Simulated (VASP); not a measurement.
Wanted: the native input for a VASP 6.6.1 run.

```
Task                   : single point
Functional             : PBE
Potentials or basis    : VASP PAW PBE potentials, release 64 (P, B)
Cutoff                 : 520 eV
k mesh                 : 10 × 10 × 10
Occupations            : gaussian, width 0.011 eV
Spin                   : no spin polarisation
Dipole correction      : no
Further INCAR settings : ALGO = Normal; EDIFF = 1e-07; NBANDS = 11
```

The structure of BP lies in POSCAR:

```
BP
1.0
    0.0000000000      2.2690000000      2.2690000000
    2.2690000000      0.0000000000      2.2690000000
    2.2690000000      2.2690000000      0.0000000000
P B
1 1
Direct
    0.7500000000      0.7500000000      0.7500000000
    0.0000000000      0.0000000000      0.0000000000
```

These files were run (other wordings do the same):

INCAR

```
PREC     = Accurate       # precision mode
ENCUT    = 520            # plane-wave cutoff, eV
EDIFF    = 1E-7           # SCF threshold, eV
ISMEAR   = 0              # smearing method
SIGMA    = 0.011          # smearing width, eV
LREAL    = False          # projectors in reciprocal space
LASPH    = True           # aspherical terms in the spheres
NELM     = 100            # most SCF steps
ALGO     = Normal         # electronic algorithm
ISIF     = 2              # what is computed and relaxed
LWAVE    = False          # write WAVECAR
LCHARG   = False          # write CHGCAR
GGA      = PE             # functional
NBANDS   = 11             # bands
```

KPOINTS

```
regular mesh
0
Gamma
  10 10 10
```

Potentials or basis: VASP PAW PBE potentials, release 64 (P, B).

Command:

```console
$ cat potpaw_PBE.64/P/POTCAR potpaw_PBE.64/B/POTCAR > POTCAR
$ mpirun -np 1 vasp_std > vasp.out
```

Results of the run:

The pressure is 0.9 GPa. The band gap on the k mesh is 1.24 eV, indirect (least direct gap 3.40 eV).

Run time: 6.2 s on 1 thread of Intel Xeon 6975P-C (shared host), peak memory 0.14 GiB.
